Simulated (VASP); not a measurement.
# CsBr (Pm-3m) in VASP: settings compared, part 2 of 2

VASP 6.6.1.

## 6. Single point, HSE06

The input, POSCAR:

```
CsBr
1.0
    4.3193780776      0.0000000000      0.0000000000
    0.0000000000      4.3193780776      0.0000000000
    0.0000000000      0.0000000000      4.3193780776
Cs Br
1 1
Direct
    0.0000000000      0.0000000000      0.0000000000
    0.5000000000      0.5000000000      0.5000000000
```

The input, INCAR.step1:

```
SYSTEM = CsBr
  ALGO = Normal
  EDIFF = 1E-5
  ENCUT = 400
  GGA = PE
  GGA_COMPAT = .FALSE.
  ISIF = 2
  ISMEAR = 0
  LASPH = .TRUE.
  LREAL = .FALSE.
  LWAVE = .TRUE.
  NBANDS = 15
  NELM = 120
  PREC = Accurate
  SIGMA = 0.01
```

The input, INCAR.step2:

```
SYSTEM = CsBr
  ALGO = Normal
  EDIFF = 1E-6
  ENCUT = 400
  GGA = PE
  GGA_COMPAT = .FALSE.
  HFSCREEN = 0.2079
  ISIF = 2
  ISMEAR = 0
  ISTART = 1
  LASPH = .TRUE.
  LCHARG = .TRUE.
  LELF = .TRUE.
  LHFCALC = .TRUE.
  LREAL = .FALSE.
  LVHAR = .TRUE.
  LWAVE = .FALSE.
  NBANDS = 15
  NELM = 120
  PREC = Accurate
  PRECFOCK = Normal
  SIGMA = 0.01
```

The input, KPOINTS:

```
k-points
0
G
  4 4 4
  0 0 0
```

Potentials or basis: VASP PAW PBE potentials, release 64 (Cs_sv, Br).

Launch:

```
> cat potpaw_PBE.64/Cs_sv/POTCAR potpaw_PBE.64/Br/POTCAR > POTCAR
> cp INCAR.step1 INCAR
> mpirun -np 1 vasp_std > vasp.out
> cp INCAR.step2 INCAR
> mpirun -np 1 vasp_std > vasp.out
```

OUTCAR:

```text
SYSTEM = CsBr
   EDIFF = 1E-6
   ENCUT = 400
   GGA = PE
   HFSCREEN = 0.2079
   ISIF = 2
   ISMEAR = 0
   ISTART = 1
   LASPH = .TRUE.
   LHFCALC = .TRUE.
   LREAL = .FALSE.
   NELM = 120
   PREC = Accurate
   PRECFOCK = Normal

 ion  position               nearest neighbor table
   1  0.000  0.000  0.000-
   2  0.500  0.500  0.500-

  LATTYP: Found a simple cubic cell.
 ALAT       =     4.3193780776

  Lattice vectors:

 A1 = (   4.3193780776,   0.0000000000,   0.0000000000)
 A2 = (   0.0000000000,   4.3193780776,   0.0000000000)
 A3 = (   0.0000000000,   0.0000000000,   4.3193780776)

Analysis of symmetry for initial positions (statically):
=====================================================================
 Subroutine PRICEL returns:
 Original cell was already a primitive cell.

 Routine SETGRP: Setting up the symmetry group for a
 simple cubic supercell.

 Subroutine GETGRP returns: Found 48 space group operations
 (whereof 48 operations were pure point group operations)
 out of a pool of 48 trial point group operations.

The static configuration has the point symmetry O_h .

Analysis of symmetry for dynamics (positions and initial velocities):
=====================================================================
 Subroutine PRICEL returns:
 Original cell was already a primitive cell.

 Routine SETGRP: Setting up the symmetry group for a
 simple cubic supercell.

 Subroutine GETGRP returns: Found 48 space group operations
 (whereof 48 operations were pure point group operations)
 out of a pool of 48 trial point group operations.

The dynamic configuration has the point symmetry O_h .

 Subroutine INISYM returns: Found 48 space group operations
 (whereof 48 operations are pure point group operations),
 and found     1 'primitive' translations

----------------------------------------------------------------------------------------

                                     Primitive cell

  volume of cell :      80.5868

  direct lattice vectors                    reciprocal lattice vectors
     4.319378078  0.000000000  0.000000000     0.231514811  0.000000000  0.000000000
     0.000000000  4.319378078  0.000000000     0.000000000  0.231514811  0.000000000
     0.000000000  0.000000000  4.319378078     0.000000000  0.000000000  0.231514811

  length of vectors
     4.319378078  4.319378078  4.319378078     0.231514811  0.231514811  0.231514811

  position of ions in fractional coordinates (direct lattice)
     0.000000000  0.000000000  0.000000000
     0.500000000  0.500000000  0.500000000

  ion indices of the primitive-cell ions
   primitive index   ion index
                 1           1
                 2           2

----------------------------------------------------------------------------------------

 KPOINTS: k-points

Automatic generation of k-mesh.
 Grid dimensions read from file:
 generate k-points for:    4    4    4

 Generating k-lattice:

[... 31 lines left out ...]
   dimension x,y,z NGX =    28 NGY =   28 NGZ =   28
   dimension x,y,z NGXF=    56 NGYF=   56 NGZF=   56
   ions per type =               1   1
   NGX,Y,Z   is equivalent  to a cutoff of  10.78, 10.78, 10.78 a.u.
   NGXF,Y,Z  is equivalent  to a cutoff of  21.55, 21.55, 21.55 a.u.
 SYSTEM =  CsBr
   PREC   = accura    normal or accurate (medium, high low for compatibility)
   ISTART =      1    job   : 0-new  1-cont  2-samecut
   ICHARG =      0    charge: 1-file 2-atom 10-const
   ISPIN  =      1    spin polarized calculation?
   LNONCOLLINEAR =      F non collinear calculations
   LSORBIT =      F    spin-orbit coupling
   LASPH  =      T    aspherical Exc in radial PAW
   ENCUT  =  400.0 eV  29.40 Ry    5.42 a.u.   7.04  7.04  7.04*2*pi/ulx,y,z
   NELM   =    120;   NELMIN=  2; NELMDL=  0     # of ELM steps
   EDIFF  = 0.1E-05   stopping-criterion for ELM
   LREAL  =      F    real-space projection
   EDIFFG = 0.1E-04   stopping-criterion for IOM
   NSW    =      0    number of steps for IOM
   IBRION =     -1    ionic relax: 0-MD 1-quasi-New 2-CG
   NFREE  =      0    steps in history (QN), initial steepest desc. (CG)
   ISIF   =      2    stress and relaxation
   ISYM   =      3    0-nonsym 1-usesym 2-fastsym
   POTIM  = 0.5000    time-step for ionic-motion
   TEBEG  =    0.0;   TEEND  =   0.0 temperature during run
   PSTRESS=    0.0 pullay stress
   NELECT =      16.0000    total number of electrons
   NUPDOWN=      -1.0000    fix difference up-down
   EMIN   =  10.00;   EMAX   =-10.00  energy-range for DOS
   EFERMI =   0.00;   METHOD = LEGACY
   ISMEAR =     0;   SIGMA  =   0.01  broadening in eV -4-tet -1-fermi 0-gaus
   EFERMI_NEDOS =   21; number of points for ismear=-14 and -15
   IALGO  =     38    algorithm
   IMIX   =      1    mixing-type and parameters
     AMIX     =   0.40;   BMIX     =  1.00
     AMIX_MAG =   1.60;   BMIX_MAG =  1.00
  volume/ion in A,a.u.               =      40.29       271.91
  Fermi-wavevector in a.u.,A,eV,Ry     =   0.955052  1.804786 12.410200  0.912124
  Thomas-Fermi vector in A             =   2.083854
   LORBIT       =      0    0 simple, 1 ext, 2 COOP (PROOUT), +10 PAW based schemes
   GGA     = PE    functional components
   LHFCALC =     T    Hartree Fock is set to
   PRECFOCK=normal    Normal, Fast or Accurate (Low or Medium for compatibility)
   ENCUT4O =  -1.0   cutoff for four orbital integrals eV
   NKREDX  =     1    reduce k-point grid by
   NKREDY  =     1    reduce k-point grid by
   NKREDZ  =     1    reduce k-point grid by
   AEXX    =    0.2500 exact exchange contribution
   HFSCREEN=    0.2079 screening length (either q_TF or 0.3 A-1)
   HFSCREENC=   0.2079 screening length for correlation (either q_TF or 0.3 A-1)
   ENCUTFOCK=  -1.0 apply spherical cutoff to Coloumb kernel
   IVDW    =     0    specifies the selected vdW correction
   LEPSILON=     F    determine dielectric tensor
   LRPA    =     F    only Hartree local field effects (RPA)
 non-spin polarized calculation
 Gauss-broadening in eV      SIGMA  =   0.01
  energy-cutoff  :      400.00
  volume of cell :       80.59
 maximum number of plane-waves:      1492
  NGX = 24; NGY = 24; NGZ = 24

 number of electron      16.0000004 magnetization

 Free energy of the ion-electron system (eV)
  ---------------------------------------------------
  ext. energy  EPLUGINS =         0.00000000
  ---------------------------------------------------
  free energy    TOTEN  =        -6.99888041 eV

  energy without entropy =       -6.99888041  energy(sigma->0) =       -6.99888041

 E-fermi :  -1.1728     XC(G=0):  -6.6699

 val. band max:       -1.2546297092   @ k =   0.5000   0.5000   0.0000
 cond. band min:       4.3424759310   @ k =   0.0000   0.0000   0.0000
 fundamental gap:      5.5971056402
 Fermi energy:        -1.1727690627

 k-point     1 :       0.0000    0.0000    0.0000
  band No.  band energies     occupation
      1     -22.3889      2.00000
      2     -14.6331      2.00000
      3      -7.9757      2.00000
      4      -7.9757      2.00000
      5      -7.9757      2.00000
      6      -1.2604      2.00000
      7      -1.2604      2.00000
      8      -1.2604      2.00000
      9       4.3425      0.00000
     10       4.8255      0.00000
     11       4.8255      0.00000
     12       9.2043      0.00000
     13       9.2043      0.00000
     14       9.2043      0.00000
[... 149 lines left out ...]
      2     -14.4408      2.00000
      3      -8.3680      2.00000
      4      -8.3680      2.00000
      5      -8.3680      2.00000
      6      -2.4437      2.00000
      7      -2.4437      2.00000
      8      -2.4437      2.00000
      9       8.3176      0.00000
     10       8.3176      0.00000
     11       8.3176      0.00000
     12       9.0515      0.00000
     13       9.0515      0.00000
     14       9.0515      0.00000
     15      11.5282      0.00000

------------------------ aborting loop because EDIFF is reached ----------------------------------------

  FORCE on cell =-STRESS in cart. coord.  units (eV):
  Direction    XX          YY          ZZ          XY          YZ          ZX
  --------------------------------------------------------------------------------------
  -------------------------------------------------------------------------------------
  Total        0.1774747      0.1774747      0.1774747     -0.0000000      0.0000000      0.0000000
  in kB        3.5284454      3.5284454      3.5284454     -0.0000000      0.0000000      0.0000000
  external PRESSURE =       3.5284454 kB  Pullay stress =       0.0000000 kB

 VOLUME and BASIS-vectors are now :
 -----------------------------------------------------------------------------
  energy-cutoff  :      400.00
  volume of cell :       80.59
      direct lattice vectors                 reciprocal lattice vectors
     4.319378078  0.000000000  0.000000000     0.231514811  0.000000000  0.000000000
     0.000000000  4.319378078  0.000000000     0.000000000  0.231514811  0.000000000
     0.000000000  0.000000000  4.319378078     0.000000000  0.000000000  0.231514811

 POSITION                                       TOTAL-FORCE (eV/Angst)
 -----------------------------------------------------------------------------------
      0.00000      0.00000      0.00000         0.000000      0.000000      0.000000
      2.15969      2.15969      2.15969         0.000000      0.000000      0.000000
 -----------------------------------------------------------------------------------
    total drift:                               -0.000426     -0.000458     -0.000339

  FREE ENERGIE OF THE ION-ELECTRON SYSTEM (eV)
  ---------------------------------------------------
  free  energy   TOTEN  =        -6.9988804133 eV

  energy  without entropy=       -6.9988804133  energy(sigma->0) =       -6.99888041
```

It took 3 min on 1 thread of Intel Xeon 6975P-C (Granite Rapids), shared host; peak memory 0.26 GiB.

Results:

```
Free energy            : -6.9989 eV
Pressure               : 0.4 GPa
Band gap on the k mesh : 5.60 eV, indirect (least direct gap 5.60 eV)
```

Caveat: the PAW data sets were made with another functional, which shifts forces and pressure a little; spin-orbit coupling is left out, which moves the levels of the heavy elements.

## 7. Single point, PBE0

POSCAR is that of step 6.

The input, INCAR.step1:

```
SYSTEM = CsBr
ALGO = Normal ; EDIFF = 1E-5
ENCUT = 400 ; GGA = PE
GGA_COMPAT = .FALSE. ; ISIF = 2
ISMEAR = 0 ; LASPH = .TRUE.
LREAL = .FALSE. ; LWAVE = .TRUE.
NBANDS = 15 ; NELM = 120
PREC = Accurate ; SIGMA = 0.01
```

The input, INCAR.step2:

```
SYSTEM = CsBr
AEXX = 0.25 ; ALGO = Normal
EDIFF = 1E-6 ; ENCUT = 400
GGA = PE ; GGA_COMPAT = .FALSE.
ISIF = 2 ; ISMEAR = 0
ISTART = 1 ; LASPH = .TRUE.
LCHARG = .TRUE. ; LELF = .TRUE.
LHFCALC = .TRUE. ; LREAL = .FALSE.
LVHAR = .TRUE. ; LWAVE = .FALSE.
NBANDS = 15 ; NELM = 120
PREC = Accurate ; PRECFOCK = Normal
SIGMA = 0.01
```

KPOINTS is that of step 6.

Potentials or basis: VASP PAW PBE potentials, release 64 (Cs_sv, Br).

Launch:

```
> cat potpaw_PBE.64/Cs_sv/POTCAR potpaw_PBE.64/Br/POTCAR > POTCAR
> cp INCAR.step1 INCAR
> mpirun -np 1 vasp_std > vasp.out
> cp INCAR.step2 INCAR
> mpirun -np 1 vasp_std > vasp.out
```

OUTCAR:

```text
SYSTEM = CsBr
   AEXX = 0.25
   EDIFF = 1E-6
   ENCUT = 400
   GGA = PE
   ISIF = 2
   ISMEAR = 0
   ISTART = 1
   LASPH = .TRUE.
   LHFCALC = .TRUE.
   LREAL = .FALSE.
   NELM = 120
   PREC = Accurate
   PRECFOCK = Normal

 ion  position               nearest neighbor table
   1  0.000  0.000  0.000-
   2  0.500  0.500  0.500-

  LATTYP: Found a simple cubic cell.
 ALAT       =     4.3193780776

  Lattice vectors:

 A1 = (   4.3193780776,   0.0000000000,   0.0000000000)
 A2 = (   0.0000000000,   4.3193780776,   0.0000000000)
 A3 = (   0.0000000000,   0.0000000000,   4.3193780776)

Analysis of symmetry for initial positions (statically):
=====================================================================
 Subroutine PRICEL returns:
 Original cell was already a primitive cell.

 Routine SETGRP: Setting up the symmetry group for a
 simple cubic supercell.

 Subroutine GETGRP returns: Found 48 space group operations
 (whereof 48 operations were pure point group operations)
 out of a pool of 48 trial point group operations.

The static configuration has the point symmetry O_h .

Analysis of symmetry for dynamics (positions and initial velocities):
=====================================================================
 Subroutine PRICEL returns:
 Original cell was already a primitive cell.

 Routine SETGRP: Setting up the symmetry group for a
 simple cubic supercell.

 Subroutine GETGRP returns: Found 48 space group operations
 (whereof 48 operations were pure point group operations)
 out of a pool of 48 trial point group operations.

The dynamic configuration has the point symmetry O_h .

 Subroutine INISYM returns: Found 48 space group operations
 (whereof 48 operations are pure point group operations),
 and found     1 'primitive' translations

----------------------------------------------------------------------------------------

                                     Primitive cell

  volume of cell :      80.5868
[... 110 lines left out ...]
   IVDW    =     0    specifies the selected vdW correction
   LEPSILON=     F    determine dielectric tensor
   LRPA    =     F    only Hartree local field effects (RPA)
 non-spin polarized calculation
 Gauss-broadening in eV      SIGMA  =   0.01
  energy-cutoff  :      400.00
  volume of cell :       80.59
 maximum number of plane-waves:      1492
  NGX = 24; NGY = 24; NGZ = 24

 number of electron      16.0000004 magnetization

 Free energy of the ion-electron system (eV)
  ---------------------------------------------------
  ext. energy  EPLUGINS =         0.00000000
  ---------------------------------------------------
  free energy    TOTEN  =        -7.52849761 eV

  energy without entropy =       -7.52849761  energy(sigma->0) =       -7.52849761

 E-fermi :  -1.5929     XC(G=0):  -6.2992

 val. band max:       -1.6487066288   @ k =   0.5000   0.5000   0.0000
 cond. band min:       4.6656821006   @ k =   0.0000   0.0000   0.0000
 fundamental gap:      6.3143887294
 Fermi energy:        -1.5928940655

 k-point     1 :       0.0000    0.0000    0.0000
  band No.  band energies     occupation
      1     -22.8024      2.00000
      2     -15.0628      2.00000
      3      -8.3778      2.00000
      4      -8.3778      2.00000
      5      -8.3778      2.00000
      6      -1.6547      2.00000
      7      -1.6547      2.00000
      8      -1.6547      2.00000
      9       4.6657      0.00000
     10       5.1742      0.00000
     11       5.1742      0.00000
     12       9.5846      0.00000
     13       9.5846      0.00000
     14       9.5846      0.00000
[... 149 lines left out ...]
      2     -14.8697      2.00000
      3      -8.7763      2.00000
      4      -8.7763      2.00000
      5      -8.7763      2.00000
      6      -2.8625      2.00000
      7      -2.8625      2.00000
      8      -2.8625      2.00000
      9       8.6933      0.00000
     10       8.6933      0.00000
     11       8.6933      0.00000
     12       9.4085      0.00000
     13       9.4085      0.00000
     14       9.4085      0.00000
     15      11.9275      0.00000

------------------------ aborting loop because EDIFF is reached ----------------------------------------

  FORCE on cell =-STRESS in cart. coord.  units (eV):
  Direction    XX          YY          ZZ          XY          YZ          ZX
  --------------------------------------------------------------------------------------
  -------------------------------------------------------------------------------------
  Total        0.1258768      0.1258768      0.1258768      0.0000000      0.0000000     -0.0000000
  in kB        2.5026073      2.5026073      2.5026073      0.0000000      0.0000000     -0.0000000
  external PRESSURE =       2.5026073 kB  Pullay stress =       0.0000000 kB

 VOLUME and BASIS-vectors are now :
 -----------------------------------------------------------------------------
  energy-cutoff  :      400.00
  volume of cell :       80.59
      direct lattice vectors                 reciprocal lattice vectors
     4.319378078  0.000000000  0.000000000     0.231514811  0.000000000  0.000000000
     0.000000000  4.319378078  0.000000000     0.000000000  0.231514811  0.000000000
     0.000000000  0.000000000  4.319378078     0.000000000  0.000000000  0.231514811

 POSITION                                       TOTAL-FORCE (eV/Angst)
 -----------------------------------------------------------------------------------
      0.00000      0.00000      0.00000         0.000000      0.000000      0.000000
      2.15969      2.15969      2.15969         0.000000      0.000000      0.000000
 -----------------------------------------------------------------------------------
    total drift:                                0.000000      0.000000      0.000000

  FREE ENERGIE OF THE ION-ELECTRON SYSTEM (eV)
  ---------------------------------------------------
  free  energy   TOTEN  =        -7.5284976061 eV

  energy  without entropy=       -7.5284976061  energy(sigma->0) =       -7.52849761
```

OSZICAR.step1:

```text
N       E                     dE             d eps       ncg     rms          rms(c)
DAV:   1     0.805985408703E+02    0.80599E+02   -0.54275E+03   300   0.732E+02
DAV:   2    -0.212585181727E+00   -0.80811E+02   -0.72941E+02   424   0.138E+02
DAV:   3    -0.623625329698E+01   -0.60237E+01   -0.59980E+01   405   0.431E+01
DAV:   4    -0.628295902294E+01   -0.46706E-01   -0.46699E-01   314   0.460E+00
DAV:   5    -0.628321457686E+01   -0.25555E-03   -0.25555E-03   412   0.352E-01    0.180E+00
DAV:   6    -0.604858984931E+01    0.23462E+00   -0.21823E-01   349   0.244E+00    0.105E+00
DAV:   7    -0.601056763016E+01    0.38022E-01   -0.12270E-01   356   0.179E+00    0.618E-01
DAV:   8    -0.601371922617E+01   -0.31516E-02   -0.14108E-02   335   0.688E-01    0.125E-01
DAV:   9    -0.601349894386E+01    0.22028E-03   -0.13135E-03   377   0.185E-01    0.694E-02
DAV:  10    -0.601361445441E+01   -0.11551E-03   -0.22336E-04   349   0.938E-02    0.167E-02
DAV:  11    -0.601361800243E+01   -0.35480E-05   -0.24348E-05   342   0.283E-02
   1 F= -.60136180E+01 E0= -.60136180E+01  d E =-.138195E-21
```

Run time: 3.3 min. Hardware: 1 thread of Intel Xeon 6975P-C (Granite Rapids), shared host; peak memory 0.17 GiB.

Results:

```
Free energy            : -7.5285 eV
Pressure               : 0.3 GPa
Band gap on the k mesh : 6.31 eV, indirect (least direct gap 6.32 eV)
```

Levels at points of the mesh, in eV from the valence-band top:
```tsv
k point	band 4	band 5	band 6	band 7	band 8	band 9	band 10	band 11	band 12	band 13
(0.00, 0.00, 0.00)	-6.73	-6.73	-0.01	-0.01	-0.01	6.31	6.82	6.82	11.23	11.23
(0.50, 0.00, 0.00)	-6.62	-6.62	-1.37	-0.21	-0.21	7.90	9.23	9.60	10.26	10.97
(0.50, 0.50, 0.00)	-7.33	-6.55	-0.62	-0.62	0.00	7.16	7.41	9.24	9.24	13.07
(0.50, 0.50, 0.50)	-7.13	-7.13	-1.21	-1.21	-1.21	10.34	10.34	10.34	11.06	11.06
```

Caveat: the PAW data sets were made with another functional, which shifts forces and pressure a little; spin-orbit coupling is left out, which moves the levels of the heavy elements.

## 8. The runs side by side

```tsv
level	k mesh	cutoff (eV)	grid for exact exchange (PRECFOCK)	screening parameter	gap on the mesh (eV)	pressure (GPa)
PBE	4 × 4 × 4	500	-	-	4.42	0.7
r2SCAN	4 × 4 × 4	550	-	-	5.19	0.1
PBE	6 × 6 × 6	500	-	-	4.43	0.7
HSE06	4 × 4 × 4	400	Normal	0.2079 1/Å	5.60	0.4
PBE0	4 × 4 × 4	400	Normal	-	6.31	0.3
```

Alike in all rows: task single point; potentials or basis VASP PAW PBE potentials, release 64 (Cs_sv, Br); no spin polarisation; cell as given; smearing gaussian 0.01 eV.

On the cell as given the gap runs from 4.42 eV (PBE) to 6.31 eV (PBE0); the meshes differ, which moves gaps too. The pressure there spans 0.1 GPa (r2SCAN) to 0.7 GPa (PBE); a positive pressure means that this level wants a larger cell, a negative one a smaller.

Caveats: spin-orbit coupling is left out, which moves the levels of the heavy elements; the PAW data sets were made with another functional, which shifts forces and pressure a little (some runs).

Total energies depend on the potentials used, so only differences within one code and one set of settings carry meaning.
